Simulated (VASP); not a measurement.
# Al15CuN15 (a cell with a defect) in VASP: a series of runs

The runs below take Al15CuN15 (a cell with a defect) through single point, with PBE, HSE06.

Everything below comes from runs of VASP 6.6.1. Logs are shortened: lines on timing, memory, paths and dates and some standing lists are left out, and cuts for length are marked.

### Step 1. The cell of the first run

The cell holds a defect, 31 atoms: a = 6.260 Å, b = 6.260 Å, c = 10.035 Å, α = 90.00°, β = 90.00°, γ = 120.00°.

### Step 2. Single point, PBE

INCAR reads:

```
SYSTEM = Al15CuN15
ALGO = Normal
EDIFF = 1E-6
ENCUT = 520
GGA = PE
GGA_COMPAT = .FALSE.
ISIF = 2
ISMEAR = 0
ISYM = -1
LASPH = .TRUE.
LCHARG = .TRUE.
LELF = .TRUE.
LREAL = Auto
LVHAR = .TRUE.
LWAVE = .FALSE.
NBANDS = 86
NELECT = 130.0
NELM = 120
PREC = Accurate
SIGMA = 0.01
```

KPOINTS reads:

```
explicit points
1
Reciprocal
  0.25000000   0.25000000   0.25000000 1
```

POSCAR reads:

```
Al15CuN15
1.0
    6.2595139128      0.0000000578      0.0000000000
   -3.1297570064      5.4208980350      0.0000000000
    0.0000000000      0.0000000000     10.0348065929
Al Cu N
15 1 15
Direct
    0.3292737961      0.1665991460      0.1966768931
    0.3339755122      0.1621593852      0.7552792168
    0.1601100423      0.3358190096      0.9938583253
    0.3323524218      0.6677680974      0.2505067549
    0.1459454731      0.7926504963      0.5101507925
    0.3358922595      0.6603588894      0.7514774553
    0.1591597521      0.8220981751      0.9974004894
    0.8281583104      0.1635111428      0.2503981134
    0.7052469484      0.3510123988      0.5102141794
    0.8356906693      0.1600640631      0.7516558765
    0.6739704650      0.3368969680      0.9976225997
    0.8284254062      0.6673870375      0.2499133694
    0.6608635890      0.8357285281      0.5022821948
    0.8295470179      0.6667933777      0.7524830588
    0.6637012188      0.8321263038      1.0013571568
    0.1543236419      0.3429614417      0.5117348744
    0.1614403552      0.3346458593      0.1873917224
    0.3316121840      0.1645361143      0.9507161490
    0.1714003686      0.3243265418      0.7054107811
    0.3399037876      0.6890480773      0.4351821109
    0.1597205929      0.8265765145      0.1893789558
    0.3317853592      0.6686238675      0.9402399913
    0.1674453704      0.8285391212      0.6932049933
    0.8079783821      0.1566220692      0.4350698252
    0.6690968447      0.3357992840      0.1895125935
    0.8270944044      0.1640016167      0.9403377597
    0.6677312719      0.3288675260      0.6931651703
    0.8283339273      0.6680207010      0.4409883255
    0.6647935207      0.8307808440      0.1892270932
    0.8289079469      0.6671125812      0.9397075397
    0.6665872891      0.8295131198      0.6909785267
```

Potentials or basis: VASP PAW PBE potentials, release 64 (Al, Cu, N).

Run with:

```sh
> cat potpaw_PBE.64/Al/POTCAR potpaw_PBE.64/Cu/POTCAR potpaw_PBE.64/N/POTCAR > POTCAR
> mpirun -np 1 vasp_std > vasp.out
```

OUTCAR:

```text
SYSTEM = Al15CuN15
   EDIFF = 1E-6
   ENCUT = 520
   GGA = PE
   ISIF = 2
   ISMEAR = 0
   ISYM = -1
   LASPH = .TRUE.
   LREAL = Auto
   NELECT = 130.0
   NELM = 120
   PREC = Accurate

 ion  position               nearest neighbor table
   1  0.329  0.167  0.197-  17 1.82  25 1.84  21 1.84  18 2.47  11 2.74   7 2.74   3 2.74   8 3.17
                             4 3.17  12 3.17  12 3.18   4 3.18   8 3.18
   2  0.334  0.162  0.755-  19 1.83  23 1.91  27 1.91  18 1.96   3 3.05   7 3.05  11 3.05  10 3.11
                             6 3.11  14 3.13  14 3.13   6 3.15  10 3.15   5 3.17   9 3.18
   3  0.160  0.336  0.994-  22 1.88  26 1.88  18 1.91  17 1.94   1 2.74  10 3.00   6 3.00   2 3.05
                            11 3.05   7 3.05  15 3.13  15 3.13   8 3.14   4 3.14   7 3.21  11 3.21
   4  0.332  0.668  0.251-  20 1.86  21 1.90  29 1.90  17 1.91  15 3.08  13 3.09   7 3.10   8 3.10
                            12 3.11   5 3.11   3 3.14  12 3.15   8 3.16   1 3.17   1 3.18
   5  0.146  0.793  0.510-  20 1.80  23 1.85  28 1.87   9 2.76  16 2.84  14 2.98   6 2.99  13 3.10
                             4 3.11  12 3.13   2 3.17  13 3.18
   6  0.336  0.660  0.751-  19 1.88  31 1.89  22 1.90  23 1.92  16 2.96   5 2.99   3 3.00  13 3.06
                            14 3.07  15 3.07   7 3.08   2 3.11  10 3.13  10 3.13   2 3.15  14 3.19
   7  0.159  0.822  0.997-  22 1.86  30 1.88  18 1.91  21 1.93   1 2.74  11 3.04  14 3.04   3 3.05
                             2 3.05   6 3.08   4 3.10  12 3.10  15 3.13  15 3.13   3 3.21  11 3.22
   8  0.828  0.164  0.250-  24 1.86  25 1.90  29 1.91  17 1.91  15 3.08  13 3.09  11 3.10   4 3.10
                            12 3.11   9 3.11   3 3.14  12 3.15   4 3.16   1 3.17   1 3.18
   9  0.705  0.351  0.510-  24 1.80  27 1.85  28 1.87   5 2.76  16 2.84  14 2.98  10 2.99  13 3.10
                             8 3.11  12 3.13   2 3.18  13 3.18
  10  0.836  0.160  0.752-  19 1.88  31 1.89  26 1.89  27 1.92  16 2.97   9 2.99   3 3.00  13 3.06
                            14 3.07  15 3.07  11 3.08   2 3.11   6 3.13   6 3.13   2 3.15  14 3.19
  11  0.674  0.337  0.998-  26 1.86  30 1.88  18 1.91  25 1.93   1 2.74   7 3.04  14 3.04   3 3.05
                             2 3.05  10 3.08   8 3.10  12 3.10  15 3.13  15 3.13   3 3.21   7 3.22
  12  0.828  0.667  0.250-  29 1.87  21 1.90  25 1.90  28 1.92  15 3.07  11 3.10   7 3.10   8 3.11
                             4 3.11  13 3.12   9 3.13   5 3.13   4 3.15   8 3.15   1 3.17   1 3.18
  13  0.661  0.836  0.502-  24 1.87  20 1.87  31 1.89  28 1.92  10 3.06   6 3.06   8 3.09   4 3.09
                             9 3.10   5 3.10  14 3.11  12 3.12   5 3.18   9 3.18
  14  0.830  0.667  0.752-  31 1.87  30 1.88  23 1.93  27 1.93   9 2.98   5 2.98   7 3.04  11 3.04
                            10 3.07   6 3.07  15 3.08  13 3.11   2 3.13   2 3.13   6 3.19  10 3.19
  15  0.664  0.832  0.001-  29 1.89  30 1.89  26 1.90  22 1.90  12 3.07  10 3.07   6 3.07  14 3.08
                             8 3.08   4 3.08   7 3.13  11 3.13   3 3.13   3 3.13  11 3.13   7 3.13
  16  0.154  0.343  0.512-  19 1.95  20 2.03  24 2.03   9 2.84   5 2.84   6 2.96  10 2.97
  17  0.161  0.335  0.187-   1 1.82   4 1.91   8 1.91   3 1.94
  18  0.332  0.165  0.951-   3 1.91   7 1.91  11 1.91   2 1.96   1 2.47
  19  0.171  0.324  0.705-   2 1.83  10 1.88   6 1.88  16 1.95
  20  0.340  0.689  0.435-   5 1.80   4 1.86  13 1.87  16 2.03
  21  0.160  0.827  0.189-   1 1.84  12 1.90   4 1.90   7 1.93
  22  0.332  0.669  0.940-   7 1.86   3 1.88   6 1.90  15 1.90
  23  0.167  0.829  0.693-   5 1.85   2 1.91   6 1.92  14 1.93
  24  0.808  0.157  0.435-   9 1.80   8 1.86  13 1.87  16 2.03
  25  0.669  0.336  0.190-   1 1.84  12 1.90   8 1.90  11 1.93
  26  0.827  0.164  0.940-  11 1.86   3 1.88  10 1.89  15 1.90
  27  0.668  0.329  0.693-   9 1.85   2 1.91  10 1.92  14 1.93
  28  0.828  0.668  0.441-   9 1.87   5 1.87  12 1.92  13 1.92
  29  0.665  0.831  0.189-  12 1.87  15 1.89   4 1.90   8 1.91
  30  0.829  0.667  0.940-  14 1.88   7 1.88  11 1.88  15 1.89
[... 41 lines left out ...]
   PSTRESS=    0.0 pullay stress
   NELECT =     130.0000    total number of electrons
   NUPDOWN=      -1.0000    fix difference up-down
   EMIN   =  10.00;   EMAX   =-10.00  energy-range for DOS
   EFERMI =   0.00;   METHOD = LEGACY
   ISMEAR =     0;   SIGMA  =   0.01  broadening in eV -4-tet -1-fermi 0-gaus
   EFERMI_NEDOS =   21; number of points for ismear=-14 and -15
   IALGO  =     38    algorithm
   IMIX   =      4    mixing-type and parameters
     AMIX     =   0.40;   BMIX     =  1.00
     AMIX_MAG =   1.60;   BMIX_MAG =  1.00
  volume/ion in A,a.u.               =      10.98        74.12
  Fermi-wavevector in a.u.,A,eV,Ry     =   1.187633  2.244301 19.190645  1.410473
  Thomas-Fermi vector in A             =   2.323780
   LORBIT       =      0    0 simple, 1 ext, 2 COOP (PROOUT), +10 PAW based schemes
   GGA     = PE    functional components
   LHFCALC =     F    Hartree Fock is set to
   AEXX    =    0.0000 exact exchange contribution
   IVDW    =     0    specifies the selected vdW correction
   LEPSILON=     F    determine dielectric tensor
   LRPA    =     F    only Hartree local field effects (RPA)
 non-spin polarized calculation
 Gauss-broadening in eV      SIGMA  =   0.01
  energy-cutoff  :      520.00
  volume of cell :      340.50
 maximum number of plane-waves:      9148
 NGX is ok and might be reduce to    48
   NGX = 23   NGY = 23   NGZ = 37

 number of electron     129.9999992 magnetization

 Free energy of the ion-electron system (eV)
  ---------------------------------------------------
  ext. energy  EPLUGINS =         0.00000000
  ---------------------------------------------------
  free energy    TOTEN  =      -231.76792504 eV

  energy without entropy =     -231.76792504  energy(sigma->0) =     -231.76792504

 E-fermi :   6.9791     XC(G=0): -10.6920

 val. band max:        6.9312808342   @ k =   0.2500   0.2500   0.2500
 cond. band min:       7.8547761755   @ k =   0.2500   0.2500   0.2500
 fundamental gap:      0.9234953413
 Fermi energy:         6.9791471044

 k-point     1 :       0.2500    0.2500    0.2500
  band No.  band energies     occupation
      1      -8.8809      2.00000
      2      -8.5394      2.00000
      3      -8.3004      2.00000
      4      -8.1394      2.00000
      5      -8.0007      2.00000
      6      -7.8339      2.00000
[... 69 lines left out ...]
     76      12.3500      0.00000
     77      12.5673      0.00000
 [bands above 77 left out]

------------------------ aborting loop because EDIFF is reached ----------------------------------------

  FORCE on cell =-STRESS in cart. coord.  units (eV):
  Direction    XX          YY          ZZ          XY          YZ          ZX
  --------------------------------------------------------------------------------------
  -------------------------------------------------------------------------------------
  Total       -3.7795208     -9.6621643      2.8849968     -5.0516855     -1.0115262      2.0759394
  in kB      -17.7838778    -45.4636338     13.5748508    -23.7698276     -4.7595608      9.7679720
  external PRESSURE =     -16.5575536 kB  Pullay stress =       0.0000000 kB

 VOLUME and BASIS-vectors are now :
 -----------------------------------------------------------------------------
  energy-cutoff  :      520.00
  volume of cell :      340.50
      direct lattice vectors                 reciprocal lattice vectors
     6.259513913  0.000000058  0.000000000     0.159756813  0.092235641  0.000000000
    -3.129757006  5.420898035  0.000000000    -0.000000002  0.184471279  0.000000000
     0.000000000  0.000000000 10.034806593     0.000000000  0.000000000  0.099653141

 POSITION                                       TOTAL-FORCE (eV/Angst)
 -----------------------------------------------------------------------------------
      1.53968      0.90312      1.97361        -0.004014     -0.001101     -0.002395
      1.58300      0.87905      7.57908         0.010303     -0.006468      0.005655
     -0.04882      1.82044      9.97318         0.003344     -0.001795     -0.000008
     -0.00959      3.61990      2.51379        -0.002520      0.002021      0.003394
     -1.56726      4.29688      5.11926         0.012615     -0.034805      0.003969
      0.03576      3.57974      7.54093         0.008329      0.003579     -0.004360
[... 23 lines left out ...]
      3.10066      3.61635      9.42978         0.000297     -0.001687     -0.004526
      1.57634      4.49671      6.93384         0.005710     -0.003266     -0.004694
 -----------------------------------------------------------------------------------
    total drift:                               -0.007114      0.005245      0.008679

  FREE ENERGIE OF THE ION-ELECTRON SYSTEM (eV)
  ---------------------------------------------------
  free  energy   TOTEN  =      -231.7679250428 eV

  energy  without entropy=     -231.7679250428  energy(sigma->0) =     -231.76792504
```

Run time: 3.2 min. Hardware: 1 thread of Intel Xeon 8259CL, shared host; peak memory 0.43 GiB.

Results:

| Item | Value |
| --- | --- |
| Free energy | -231.7679 eV |
| Largest force | 0.048 eV/Å |

Forces in eV/Å, atoms in the order of the input:
```
Al  -0.004 -0.001 -0.002
Al   0.010 -0.006  0.006
Al   0.003 -0.002  0.000
Al  -0.003  0.002  0.003
Al   0.013 -0.035  0.004
Al   0.008  0.004 -0.004
Al  -0.006  0.001  0.000
Al  -0.002  0.001  0.007
Al   0.031  0.004  0.005
Al   0.000 -0.006 -0.008
Al  -0.004  0.005 -0.003
Al  -0.006  0.000 -0.006
Al   0.000  0.012  0.003
Al  -0.011  0.006  0.009
Al   0.001 -0.004 -0.008
Cu   0.013 -0.005 -0.013
N    0.001  0.002  0.009
N    0.003 -0.002  0.009
N   -0.006  0.003  0.043
N    0.002  0.032 -0.016
N    0.005  0.002 -0.006
N    0.000  0.004 -0.001
N   -0.001  0.007  0.002
N   -0.033 -0.032 -0.015
N    0.000  0.000 -0.011
N   -0.003  0.000 -0.002
N   -0.007 -0.005  0.009
N   -0.017  0.016  0.001
N    0.007  0.000 -0.008
N    0.000 -0.002 -0.005
N    0.006 -0.003 -0.005
```

Levels at points of the mesh, in eV from the Fermi level:
```
           k point  band 63  band 64  band 65  band 66  band 67  band 68
(0.25, 0.25, 0.25)    -1.02    -0.46    -0.05     0.88     3.16     3.74
```

Caveat: the cell carries a net charge on a neutralising background, which shifts energy and pressure; the cell is charged against a uniform background, so pressure and absolute levels hang on convention.

### Step 3. Single point, HSE06

POSCAR reads:

```
Al15CuN15
1.0
    6.2595139128      0.0000000578      0.0000000000
   -3.1297570064      5.4208980350      0.0000000000
    0.0000000000      0.0000000000     10.0348065929
Al Cu N
15 1 15
Direct
    0.3257066616      0.1733839557      0.2566025819
    0.3330454493      0.1663349331      0.7488085694
    0.1647958855      0.3348005623      0.9966990996
    0.3307012011      0.6681815240      0.2547618791
    0.1617361012      0.8297149595      0.5007908135
    0.3312011685      0.6596770365      0.7465175008
    0.1662315552      0.8356577328      1.0020197992
    0.8310308240      0.1684805502      0.2546705499
    0.6692029919      0.3376029023      0.5005195779
    0.8389371702      0.1678966468      0.7463853271
    0.6637567698      0.3332696669      1.0018704968
    0.8294933160      0.6689718882      0.2528261031
    0.6633634422      0.8366212755      0.4997526618
    0.8326866663      0.6670352424      0.7502498702
    0.6643553248      0.8353355575      1.0000815637
    0.2142778382      0.2863778134      0.4844772032
    0.1630031049      0.3366668564      0.1862567178
    0.3320401187      0.1675127386      0.9412251361
    0.1699927478      0.3279251852      0.6972083247
    0.3358193516      0.6791881439      0.4394000895
    0.1643996097      0.8365946601      0.1928698608
    0.3309101728      0.6712638110      0.9397490043
    0.1674502339      0.8304065421      0.6909660445
    0.8201075702      0.1637628778      0.4392664975
    0.6615362199      0.3333595519      0.1928803450
    0.8286976410      0.1689849766      0.9396832147
    0.6694080175      0.3327368281      0.6908132102
    0.8308625267      0.6688183824      0.4414990587
    0.6652272066      0.8336665208      0.1890975488
    0.8309884822      0.6686404241      0.9411242996
    0.6676434871      0.8313286127      0.6914993475
```

INCAR.step1 reads:

```
ALGO = Normal ; EDIFF = 1E-5
ENCUT = 520 ; GGA = PE
GGA_COMPAT = False ; ISIF = 2
ISMEAR = -1 ; ISYM = -1
LASPH = True ; LCHARG = False
LREAL = Auto ; LWAVE = True
NBANDS = 86 ; NELECT = 132.0
NELM = 120 ; PREC = Accurate
SIGMA = 0.01
```

INCAR.step2 reads:

```
ALGO = Normal ; EDIFF = 1E-6
ENCUT = 520 ; GGA = PE
GGA_COMPAT = False ; HFSCREEN = 0.2079
ISIF = 2 ; ISMEAR = -1
ISTART = 1 ; ISYM = -1
LASPH = True ; LCHARG = False
LHFCALC = True ; LREAL = Auto
LWAVE = False ; NBANDS = 86
NELECT = 132.0 ; NELM = 120
PREC = Accurate ; PRECFOCK = Fast
SIGMA = 0.01
```

KPOINTS is that of step 2.

Potentials or basis: VASP PAW PBE potentials, release 64 (Al, Cu, N).

Run with:

```sh
> cat potpaw_PBE.64/Al/POTCAR potpaw_PBE.64/Cu/POTCAR potpaw_PBE.64/N/POTCAR > POTCAR
> cp INCAR.step1 INCAR
> mpirun -np 1 vasp_std > vasp.out
> cp INCAR.step2 INCAR
> mpirun -np 1 vasp_std > vasp.out
```

It took 8.1 min on 1 thread of Intel Xeon 8259CL, shared host; peak memory 0.57 GiB.

It converged, with:

```yaml
Free_energy: -257.4189 eV
Largest_force: 0.335 eV/Å
```

Forces on the atoms (eV/Å):
```
Al   0.057 -0.036 -0.249
Al  -0.082  0.047  0.095
Al  -0.001  0.001 -0.002
Al  -0.029  0.034  0.073
Al   0.120 -0.299  0.050
Al   0.003 -0.063 -0.006
Al   0.015  0.001  0.007
Al  -0.045  0.000  0.071
Al   0.326  0.049  0.057
Al   0.063  0.027  0.001
Al   0.007 -0.014  0.009
Al   0.000  0.000 -0.023
Al  -0.096  0.048 -0.012
Al  -0.019  0.016  0.026
Al  -0.006  0.002  0.018
Cu  -0.169  0.093  0.047
N    0.055 -0.031  0.064
N    0.002 -0.001  0.010
N    0.057 -0.022  0.194
N    0.007  0.185 -0.131
N   -0.017  0.008 -0.008
N   -0.004 -0.004  0.016
N   -0.028  0.050 -0.072
N   -0.155 -0.096 -0.127
N   -0.015  0.026 -0.006
N   -0.005  0.000  0.021
N   -0.063 -0.009 -0.072
N   -0.015  0.004 -0.001
N    0.022 -0.007 -0.021
N   -0.005  0.001 -0.014
N    0.019 -0.010 -0.014
```

Levels at points of the mesh, in eV from the Fermi level:
```csv
k point,band 62,band 63,band 64,band 65,band 66,band 67,band 68,band 69,band 70,band 71
"(0.25, 0.25, 0.25)",-1.72,-1.66,-1.31,-0.44,-0.30,3.97,4.41,5.24,5.69,6.37
```

Caveat: the cell carries a net charge on a neutralising background, which shifts energy and pressure; the cell is charged against a uniform background, so pressure and absolute levels hang on convention; the PAW data sets were made with another functional, which shifts forces and pressure a little.

### Step 4. Single point, HSE06

POSCAR reads:

```
Al15CuN15
1.0
    6.2595139128      0.0000000578      0.0000000000
   -3.1297570064      5.4208980350      0.0000000000
    0.0000000000      0.0000000000     10.0348065929
Al Cu N
15 1 15
Direct
    0.3292737961      0.1665991460      0.1966768931
    0.3339755122      0.1621593852      0.7552792168
    0.1601100423      0.3358190096      0.9938583253
    0.3323524218      0.6677680974      0.2505067549
    0.1459454731      0.7926504963      0.5101507925
    0.3358922595      0.6603588894      0.7514774553
    0.1591597521      0.8220981751      0.9974004894
    0.8281583104      0.1635111428      0.2503981134
    0.7052469484      0.3510123988      0.5102141794
    0.8356906693      0.1600640631      0.7516558765
    0.6739704650      0.3368969680      0.9976225997
    0.8284254062      0.6673870375      0.2499133694
    0.6608635890      0.8357285281      0.5022821948
    0.8295470179      0.6667933777      0.7524830588
    0.6637012188      0.8321263038      1.0013571568
    0.1543236419      0.3429614417      0.5117348744
    0.1614403552      0.3346458593      0.1873917224
    0.3316121840      0.1645361143      0.9507161490
    0.1714003686      0.3243265418      0.7054107811
    0.3399037876      0.6890480773      0.4351821109
    0.1597205929      0.8265765145      0.1893789558
    0.3317853592      0.6686238675      0.9402399913
    0.1674453704      0.8285391212      0.6932049933
    0.8079783821      0.1566220692      0.4350698252
    0.6690968447      0.3357992840      0.1895125935
    0.8270944044      0.1640016167      0.9403377597
    0.6677312719      0.3288675260      0.6931651703
    0.8283339273      0.6680207010      0.4409883255
    0.6647935207      0.8307808440      0.1892270932
    0.8289079469      0.6671125812      0.9397075397
    0.6665872891      0.8295131198      0.6909785267
```

INCAR.step1 reads:

```
SYSTEM = Al15CuN15
PREC = Accurate
ENCUT = 520
EDIFF = 1E-5
ISMEAR = -1
SIGMA = 0.01
LREAL = Auto
LASPH = .TRUE.
NELM = 120
ALGO = Normal
ISIF = 2
LWAVE = .TRUE.
NBANDS = 86
GGA = PE
NELECT = 130.0
GGA_COMPAT = .FALSE.
ISYM = -1
```

INCAR.step2 reads:

```
SYSTEM = Al15CuN15
PREC = Accurate
ENCUT = 520
EDIFF = 1E-6
ISMEAR = -1
SIGMA = 0.01
LREAL = Auto
LASPH = .TRUE.
NELM = 120
ALGO = Normal
ISIF = 2
LWAVE = .FALSE.
LCHARG = .TRUE.
GGA = PE
LHFCALC = .TRUE.
HFSCREEN = 0.2079
PRECFOCK = Fast
LELF = .TRUE.
LVHAR = .TRUE.
NBANDS = 86
ISTART = 1
NELECT = 130.0
GGA_COMPAT = .FALSE.
ISYM = -1
```

KPOINTS is that of step 3.

Run with:

```sh
> cat potpaw_PBE.64/Al/POTCAR potpaw_PBE.64/Cu/POTCAR potpaw_PBE.64/N/POTCAR > POTCAR
> cp INCAR.step1 INCAR
> mpirun -np 1 vasp_std > vasp.out
> cp INCAR.step2 INCAR
> mpirun -np 1 vasp_std > vasp.out
```

It took 8.3 min on 1 thread of Intel Xeon 8259CL, shared host; peak memory 0.58 GiB.

Results (log left out):

```
Free energy   : -271.3001 eV
Largest force : 0.445 eV/Å
```

Forces on the atoms (eV/Å):
```
Al  -0.030  0.010 -0.244
Al  -0.118  0.072  0.063
Al  -0.010  0.006 -0.025
Al  -0.009  0.018  0.048
Al   0.138 -0.409  0.111
Al   0.024 -0.106  0.059
Al   0.024 -0.012 -0.001
Al  -0.015 -0.002  0.054
Al   0.409  0.078  0.113
Al   0.094  0.037  0.051
Al   0.019 -0.014 -0.012
Al  -0.016  0.008 -0.066
Al  -0.105  0.071 -0.007
Al  -0.045  0.021  0.080
Al  -0.017  0.005 -0.002
Cu  -0.027  0.013  0.013
N    0.097 -0.053 -0.019
N    0.011 -0.007  0.052
N    0.001  0.003  0.174
N   -0.122  0.243 -0.033
N   -0.004  0.087 -0.020
N   -0.026  0.014  0.005
N   -0.020  0.013 -0.169
N   -0.274 -0.029 -0.031
N   -0.077 -0.034 -0.026
N   -0.018  0.021  0.006
N   -0.017  0.011 -0.165
N    0.059 -0.025  0.073
N    0.028 -0.009 -0.019
N    0.021 -0.014 -0.024
N    0.026 -0.015 -0.038
```

Levels at points of the mesh, in eV from the Fermi level:
| k point | band 63 | band 64 | band 65 | band 66 | band 67 | band 68 |
| --- | --- | --- | --- | --- | --- | --- |
| (0.25, 0.25, 0.25) | -1.55 | -0.82 | -0.32 | 1.88 | 4.34 | 4.94 |

Caveat: the cell carries a net charge on a neutralising background, which shifts energy and pressure; the cell is charged against a uniform background, so pressure and absolute levels hang on convention; the PAW data sets were made with another functional, which shifts forces and pressure a little.
